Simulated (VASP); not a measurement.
Write the native input for VASP 6.6.1 that does the following.

```yaml
Task: single point
Functional: PBEsol
Potentials_or_basis: VASP PAW PBE potentials, release 64 (Al, Au)
Cutoff: 520 eV
k_mesh: 18 × 18 × 18
Occupations: gaussian, width 0.1 eV
Spin: no spin polarisation
Dipole_correction: no
Further_INCAR_settings: ALGO = Fast; EDIFF = 1e-07; NBANDS = 16
```

The structure of Al2Au lies in POSCAR:

```
Al2Au
1.0
    0.0000000000      3.0011078147      3.0011078147
    3.0011078147      0.0000000000      3.0011078147
    3.0011078147      3.0011078147      0.0000000000
Al Au
2 1
Direct
    0.2500000000      0.2500000000      0.2500000000
    0.7500000000      0.7500000000      0.7500000000
    0.0000000000      0.0000000000      0.0000000000
```

One way to write it, as run:

INCAR

```
  PREC = Accurate
  ENCUT = 520
  EDIFF = 1E-7
  ISMEAR = 0
  SIGMA = 0.1
  LREAL = False
  LASPH = True
  NELM = 100
  ALGO = Fast
  ISIF = 2
  LWAVE = False
  LCHARG = False
  GGA = PS
  NBANDS = 16
```

KPOINTS

```
regular mesh
0
Gamma
  18 18 18
```

Potentials or basis: VASP PAW PBE potentials, release 64 (Al, Au).

Run with:

```console
$ cat potpaw_PBE.64/Al/POTCAR potpaw_PBE.64/Au/POTCAR > POTCAR
$ mpirun -np 1 vasp_std > vasp.out
```

Results of the run:

The pressure is -0.1 GPa and the band gap on the k mesh is zero (an odd number of electrons rules out a gap without spin polarisation).

Caveat: the PAW data sets were made with another functional, which shifts forces and pressure a little; spin-orbit coupling is left out, which moves the levels of the heavy elements.

Wall time 3.5 min on 1 thread of AMD EPYC 7R13, with other jobs on the host, peak memory 0.28 GiB.
